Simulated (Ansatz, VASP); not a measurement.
## KHgF2 in VASP and in Ansatz

```xyz
4
Lattice="4.8836 0.0000 0.0000 0.0000 4.8836 0.0000 0.0000 0.0000 3.3214" Properties=species:S:1:pos:R:3 pbc="T T T"
K     2.4418    2.4418    1.6607
Hg    0.0000    0.0000    0.0000
F     2.4418    0.0000    0.0000
F     0.0000    2.4418    0.0000
```

Alike in both runs: functional PBE; k mesh 10 × 10 × 14; occupations gaussian, width 0.1 eV; no spin polarisation.

Ansatz relaxed the structure, and its values are those at the end. VASP's run is a single point on that final structure, the one shown.

```csv
,VASP,Ansatz
version,VASP 6.6.1,Ansatz 0.2.0
potentials or method,"VASP PAW PBE potentials, release 64 (K_sv, Hg, F), cutoff 520 eV","scalar-relativistic, plane waves, PAW"
valence electrons in the cell,35,43
```

|  | VASP | Ansatz | Ansatz less VASP |
| --- | --- | --- | --- |
| gap on the k mesh at the Fermi level (eV) | none | none | - |
| pressure (GPa) | 0.0 | 0.0 | -0.05 |

A gap of «none» marks a metal or a gap that the smearing closes. The functional is the same, so the differences come from potentials, cutoffs and numerics. VASP's potentials hold 35 valence electrons a cell and Ansatz's 43, so a difference there can come from the potentials and not from the codes.

Neither program's run includes spin-orbit coupling.
